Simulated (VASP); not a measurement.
# Ni (Fd-3m) in VASP: a series of runs, part 2 of 2

VASP 6.6.1. Earlier steps stand in the parts before.

## (4) Relaxation of cell and atoms, PBE, collinear spin, ferromagnetic start, target pressure 320 GPa, at which the enthalpy is minimised

This run uses another cell than the first one, of 7.22 Å³/atom.

Input file INCAR:

```
PREC = Accurate
ENCUT = 600
EDIFF = 1E-7
ISMEAR = -1
SIGMA = 0.1
LREAL = F
LASPH = T
NELM = 150
ALGO = Normal
ISIF = 3
LWAVE = F
LCHARG = F
ISPIN = 2
MAGMOM = 1 1
LORBIT = 11
LMAXMIX = 4
GGA = PE
IBRION = 2
NSW = 60
EDIFFG = -0.005
PSTRESS = 3200.0
```

Input file KPOINTS:

```
regular mesh
0
Gamma
  16 16 16
```

Input file POSCAR:

```
Ni
1.0
    0.0000000000      1.9326199712      1.9326199712
    1.9326199712      0.0000000000      1.9326199712
    1.9326199712      1.9326199712      0.0000000000
Ni
2
Direct
   -0.1250000000     -0.1250000000     -0.1250000000
    0.1250000000      0.1250000000      0.1250000000
```

Potentials or basis: VASP PAW PBE potentials, release 64 (Ni).

Run with:

```sh
cat potpaw_PBE.64/Ni/POTCAR > POTCAR
mpirun -np 1 vasp_std > vasp.out
```

OUTCAR:

```text
PREC = Accurate
   ENCUT = 600
   EDIFF = 1E-7
   ISMEAR = -1
   LREAL = F
   LASPH = T
   NELM = 150
   ISIF = 3
   ISPIN = 2
   LORBIT = 11
   GGA = PE
   IBRION = 2
   NSW = 60
   EDIFFG = -0.005
   PSTRESS = 3200.0

 ion  position               nearest neighbor table
   1  0.875  0.875  0.875-   2 1.67   2 1.67   2 1.67   2 1.67
   2  0.125  0.125  0.125-   1 1.67   1 1.67   1 1.67   1 1.67

  LATTYP: Found a face centered cubic cell.
 ALAT       =     3.8652399424

  Lattice vectors:

 A1 = (   0.0000000000,   1.9326199712,   1.9326199712)
 A2 = (   1.9326199712,   0.0000000000,   1.9326199712)
 A3 = (   1.9326199712,   1.9326199712,   0.0000000000)

Analysis of symmetry for initial positions (statically):
=====================================================================
 Subroutine PRICEL returns:
 Original cell was already a primitive cell.

 Routine SETGRP: Setting up the symmetry group for a
 face centered cubic supercell.

 Subroutine GETGRP returns: Found 48 space group operations
 (whereof 12 operations were pure point group operations)
 out of a pool of 48 trial point group operations.

The static configuration has the point symmetry D_3d.
 The point group associated with its full space group is O_h .

Analysis of symmetry for dynamics (positions and initial velocities):
=====================================================================
 Subroutine PRICEL returns:
 Original cell was already a primitive cell.

 Routine SETGRP: Setting up the symmetry group for a
 face centered cubic supercell.

 Subroutine GETGRP returns: Found 48 space group operations
 (whereof 12 operations were pure point group operations)
 out of a pool of 48 trial point group operations.

The dynamic configuration has the point symmetry D_3d.
 The point group associated with its full space group is O_h .

Analysis of structural, dynamic, and magnetic symmetry:
=====================================================================
 Subroutine PRICEL returns:
 Original cell was already a primitive cell.

 Routine SETGRP: Setting up the symmetry group for a
 face centered cubic supercell.

 Subroutine GETGRP returns: Found 48 space group operations
 (whereof 12 operations were pure point group operations)
 out of a pool of 48 trial point group operations.

The overall configuration has the point symmetry D_3d.
 The point group associated with its full space group is O_h .

 Subroutine INISYM returns: Found 48 space group operations
 (whereof 12 operations are pure point group operations),
 and found     1 'primitive' translations

----------------------------------------------------------------------------------------

                                     Primitive cell

  volume of cell :      14.4367

  direct lattice vectors                    reciprocal lattice vectors
     0.000000000  1.932619971  1.932619971    -0.258716151  0.258716151  0.258716151
     1.932619971  0.000000000  1.932619971     0.258716151 -0.258716151  0.258716151
     1.932619971  1.932619971  0.000000000     0.258716151  0.258716151 -0.258716151

  length of vectors
     2.733137374  2.733137374  2.733137374     0.448109518  0.448109518  0.448109518

  position of ions in fractional coordinates (direct lattice)
     0.875000000  0.875000000  0.875000000
     0.125000000  0.125000000  0.125000000

[... 73 lines left out ...]
   LASPH  =      T    aspherical Exc in radial PAW
   ENCUT  =  600.0 eV  44.10 Ry    6.64 a.u.   5.46  5.46  5.46*2*pi/ulx,y,z
   NELM   =    150;   NELMIN=  2; NELMDL= -5     # of ELM steps
   EDIFF  = 0.1E-06   stopping-criterion for ELM
   LREAL  =      F    real-space projection
   EDIFFG = -.5E-02   stopping-criterion for IOM
   NSW    =     60    number of steps for IOM
   IBRION =      2    ionic relax: 0-MD 1-quasi-New 2-CG
   NFREE  =      1    steps in history (QN), initial steepest desc. (CG)
   ISIF   =      3    stress and relaxation
   ISYM   =      2    0-nonsym 1-usesym 2-fastsym
   POTIM  = 0.5000    time-step for ionic-motion
   TEBEG  =    0.0;   TEEND  =   0.0 temperature during run
   PSTRESS= 3200.0 pullay stress
   NELECT =      20.0000    total number of electrons
   NUPDOWN=      -1.0000    fix difference up-down
   EMIN   =  10.00;   EMAX   =-10.00  energy-range for DOS
   EFERMI =   0.00;   METHOD = LEGACY
   ISMEAR =    -1;   SIGMA  =   0.10  broadening in eV -4-tet -1-fermi 0-gaus
   EFERMI_NEDOS =   21; number of points for ismear=-14 and -15
   IALGO  =     38    algorithm
   IMIX   =      4    mixing-type and parameters
     AMIX     =   0.40;   BMIX     =  1.00
     AMIX_MAG =   1.60;   BMIX_MAG =  1.00
  volume/ion in A,a.u.               =       7.22        48.71
  Fermi-wavevector in a.u.,A,eV,Ry     =   1.824995  3.448741 45.315661  3.330607
  Thomas-Fermi vector in A             =   2.880612
   LORBIT       =     11    0 simple, 1 ext, 2 COOP (PROOUT), +10 PAW based schemes
   GGA     = PE    functional components
   LHFCALC =     F    Hartree Fock is set to
   AEXX    =    0.0000 exact exchange contribution
   IVDW    =     0    specifies the selected vdW correction
   LEPSILON=     F    determine dielectric tensor
   LRPA    =     F    only Hartree local field effects (RPA)
 conjugate gradient relaxation of ions
 spin polarized calculation
  energy-cutoff  :      600.00
  volume of cell :       14.44
 maximum number of plane-waves:       531
 NGX is ok and might be reduce to    24
   NGX = 11   NGY = 11   NGZ = 11

--------------------------------------- Ionic step        1  -------------------------------------------

 number of electron      20.0000009 magnetization       0.0018374

 Free energy of the ion-electron system (eV)
  ---------------------------------------------------
  ext. energy  EPLUGINS =         0.00000000
  ---------------------------------------------------
  free energy    TOTEN  =         4.41818590 eV

  energy without entropy =        4.50978697  energy(sigma->0) =        4.46398644

------------------------ aborting loop because EDIFF is reached ----------------------------------------

  FORCE on cell =-STRESS in cart. coord.  units (eV):
  Direction    XX          YY          ZZ          XY          YZ          ZX
  --------------------------------------------------------------------------------------
  -------------------------------------------------------------------------------------
  Total       40.9463740     40.9463740     40.9463740     -0.0000000      0.0000000     -0.0000000
  in kB     4544.1917277   4544.1917277   4544.1917277     -0.0000000      0.0000000     -0.0000000
  external PRESSURE =    1344.1917277 kB  Pullay stress =    3200.0000000 kB
[... 27 lines left out ...]
 number of electron      20.0000022 magnetization       0.0000186

 number of electron      20.0000022 magnetization      -0.0000107

 E-fermi :   5.1441     XC(G=0): -10.9701

 val. band max:        5.1441158856   @ k =  -0.4375   0.1875   0.0000
 cond. band min:       5.1463939027   @ k =  -0.2500   0.1250   0.0000
 fundamental gap:      0.0022780170
 Fermi energy:         5.1441254933

 spin component 1

 k-point     1 :       0.0000    0.0000    0.0000
  band No.  band energies     occupation
      1      -1.5564      1.00000
      2       2.3477      1.00000
      3       2.3477      1.00000
      4       2.4190      1.00000
      5       2.4190      1.00000
      6       2.4190      1.00000
      7       3.9859      0.99999
      8       3.9859      0.99999
      9       3.9859      0.99999
     10       5.0591      0.70058
     11       5.0591      0.70058
     12      17.5885      0.00000
[... 968 lines left out ...]
--------------------------------------- Ionic step        5  -------------------------------------------

 number of electron      20.0000013 magnetization      -0.0008416

 Free energy of the ion-electron system (eV)
  ---------------------------------------------------
  ext. energy  EPLUGINS =         0.00000000
  ---------------------------------------------------
  free energy    TOTEN  =         0.51376631 eV

  energy without entropy =        0.62290098  energy(sigma->0) =        0.56833364

 E-fermi :  15.3394     XC(G=0): -14.8328

 val. band max:       15.3366575669   @ k =  -0.3750   0.2500   0.0625
 cond. band min:      15.3443849475   @ k =  -0.3125   0.3750   0.1250
 fundamental gap:      0.0077273806
 Fermi energy:        15.3393917844

 spin component 1

 k-point     1 :       0.0000    0.0000    0.0000
  band No.  band energies     occupation
      1       3.9562      1.00000
      2       8.3414      1.00000
      3       8.3414      1.00000
      4       9.2611      1.00000
      5       9.2611      1.00000
      6       9.2611      1.00000
      7      12.3973      1.00000
      8      12.3973      1.00000
      9      12.3973      1.00000
     10      15.3655      0.43509
     11      15.3655      0.43509
     12      34.2478      0.00000
[... 886 lines left out ...]
  energy  without entropy=        0.6229009778  energy(sigma->0) =        0.56833364

  enthalpy is  TOTEN    =        32.6106468536 eV   P V=       32.0968805426

 reached required accuracy - stopping structural energy minimisation

 total charge

# of ion       s       p       d       tot
------------------------------------------
    1        0.835   0.965   8.997  10.797
    2        0.835   0.965   8.997  10.797
--------------------------------------------------
tot          1.671   1.930  17.994  21.595

 magnetization (x)

# of ion       s       p       d       tot
------------------------------------------
    1        0.000   0.000  -0.000  -0.000
    2        0.000   0.000  -0.000  -0.000
--------------------------------------------------
tot          0.000   0.000  -0.001  -0.001
```

Run time: 3.3 min. Hardware: 1 thread of Intel Xeon Platinum 8488C (Sapphire Rapids), shared host; peak memory 0.2 GiB.

Results:

```
Free energy                                                : 0.5138 eV
Relaxed volume                                             : 8.04 Å³/atom
Relaxed cell                                               : a = 2.833 Å, b = 2.833 Å, c = 2.833 Å, α = 60.00°, β = 60.00°, γ = 60.00°
Space group after relaxing (to 0.1 Å)                      : Fd-3m (No. 227)
Energy change on relaxing (the run minimises the enthalpy) : -1952.2 meV/atom
Ionic steps                                                : 5
Pressure after relaxing                                    : 320.0 GPa
Band gap on the k mesh                                     : zero (filled and empty bands overlap)
Net moment                                                 : 0.00 μB per cell
```

Step by step:
```
step  energy change (eV)  largest force (eV/Å)  pressure (GPa)  volume (Å³)
   1              0.0000                0.0000          454.42        14.44
   2            -12.8397                0.0000            5.84        31.15
   3             -5.2718                0.0000          273.78        16.81
   4             -3.9768                0.0000          317.55        16.11
   5             -3.9044                0.0000          320.00        16.07
```

Final structure:
```yaml
crystal:
  lattice:
    - [0.00000, 2.00292, 2.00292]
    - [2.00292, 0.00000, 2.00292]
    - [2.00292, 2.00292, 0.00000]
  atoms:
    - { symbol: Ni, position: [0.87500, 0.87500, 0.87500] }
    - { symbol: Ni, position: [0.12500, 0.12500, 0.12500] }
```

Caveat: the cell is relaxed towards a set pressure, so the run minimises the enthalpy, not the energy; atoms lie so close that the PAW spheres overlap strongly, which falsifies energies and pressures; the moments typed at the start vanished in this run.

## (5) Summary

| task | cell | cutoff (eV) | gap on the mesh (eV) | pressure (GPa) | moment (μB) |
| --- | --- | --- | --- | --- | --- |
| relaxation of cell and atoms | relaxed to 320 GPa from a = 2.857 Å, angles 60.0°, 2 atoms | 600 | none | 320.0 | 0.00 |
| single point | a = 2.857 Å, angles 60.0°, 2 atoms | 520 | none | 294.6 | 0.80 |
| relaxation of cell and atoms | relaxed to 320 GPa from a = 2.733 Å, angles 60.0°, 2 atoms | 600 | none | 320.0 | 0.00 |

Alike in all rows: level PBE; potentials or basis VASP PAW PBE potentials, release 64 (Ni); spin collinear, ferromagnetic start; k mesh 16 × 16 × 16; smearing fermi-dirac 0.1 eV.

Caveats: the cell is relaxed towards a set pressure, so the run minimises the enthalpy, not the energy (at least some runs); atoms lie so close that the PAW spheres overlap strongly, which falsifies energies and pressures (at least some runs); the moments typed at the start vanished in this run (at least some runs); the cell stands under pressure (at least some runs).

Total energies depend on the potentials used, so only differences within one code and one set of settings carry meaning.
